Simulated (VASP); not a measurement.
## GaN: single point with PBE

Crystal: GaN.

```
Ga N
1.0
     3.18000    0.00000    0.00000
    -1.59000    2.75396    0.00000
     0.00000    0.00000    5.16600
Ga N
2 2
Direct
  0.33333 0.66667 0.97677
  0.66667 0.33333 0.50000
  0.33333 0.66667 0.37500
  0.66667 0.33333 0.87500
```

This cell differs from its parent crystal: atom 1 (Ga) moved -0.120 Å towards its neighbour atom 3 (N) at 1.937 Å.

```json
{"Program": "VASP 6.6.1", "Task": "single point", "Functional": "PBE", "Potentials or basis": "VASP PAW PBE potentials, release 64 (Ga_d, N)", "Cutoff": "520 eV", "k mesh": "12 × 12 × 6", "Occupations": "gaussian, width 0.05 eV", "Spin": "no spin polarisation", "Dipole correction": "no", "Further INCAR settings": "ALGO = Normal; EDIFF = 1e-07; NBANDS = 26"}
```

```
Pressure               : 8.0 GPa
Largest force          : 1.905 eV/Å
Band gap on the k mesh : 1.88 eV
```

Forces in eV/Å, atoms in the order of the input:
```
Ga   0.000  0.000  1.905
Ga   0.000  0.000 -1.120
N    0.000  0.000 -0.444
N    0.000  0.000 -0.341
```

Stress tensor (GPa, compression positive):
```
9.30 0.00 0.00
0.00 9.30 0.00
0.00 0.00 5.55
```

Levels at points of the mesh, in eV from the valence-band top:
```tsv
k point	band 15	band 16	band 17	band 18	band 19	band 20	band 21	band 22
(0.00, 0.00, 0.00)	-1.26	0.00	0.00	0.00	1.88	4.17	9.19	9.80
(0.50, 0.00, 0.00)	-4.17	-3.00	-2.12	-1.11	4.85	5.63	6.08	8.59
(0.00, 0.00, 0.50)	-1.02	-1.02	-0.26	-0.26	3.98	4.46	8.15	8.66
(0.50, 0.00, 0.50)	-2.55	-2.07	-1.70	-1.64	4.35	4.41	7.53	7.76
```

Wall time 58 s on 1 thread of Intel(R) Xeon(R) Platinum 8488C (Sapphire Rapids), on a shared host, peak memory 0.23 GiB.

Caveat: the cell differs from its parent crystal (atom 1 (Ga) moved -0.120 Å towards its neighbour atom 3 (N) at 1.937 Å); the cell stands under pressure; forces of over 1 eV/Å act on the atoms, so gaps and moduli don't describe the material at rest.
